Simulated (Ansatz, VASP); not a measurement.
Tl4Br: VASP beside Ansatz

```xyz
5
Lattice="-3.6944 3.6944 3.6944 3.6944 -3.6944 3.6944 3.6944 3.6944 -3.6944" Properties=species:S:1:pos:R:3 pbc="T T T"
Tl    1.8472    1.8472    1.8472
Tl    1.8472    1.8472   -1.8472
Tl    1.8472   -1.8472    1.8472
Tl   -1.8472    1.8472    1.8472
Br    0.0000    0.0000    0.0000
```

Alike in both runs: functional PBE; k mesh 8 × 8 × 8; occupations gaussian, width 0.1 eV; no spin polarisation.

Ansatz relaxed the structure, and its values are those at the end. VASP's run is a single point on that final structure, the one shown.

|  | VASP | Ansatz |
| --- | --- | --- |
| version | VASP 6.6.1 | Ansatz 0.2.0 |
| potentials or method | VASP PAW PBE potentials, release 64 (Tl_d, Br), cutoff 520 eV | scalar-relativistic, plane waves, PAW |
| valence electrons in the cell | 59 | 59 |

```csv
,VASP,Ansatz,Ansatz less VASP
gap on the k mesh at the Fermi level (eV),none,none,-
pressure (GPa),0.0,0.0,+0.04
```

A gap of «none» marks a metal or a gap that the smearing closes. With one functional, cell and mesh, what is left measures potentials, basis and numerics.

Neither program's run includes spin-orbit coupling.
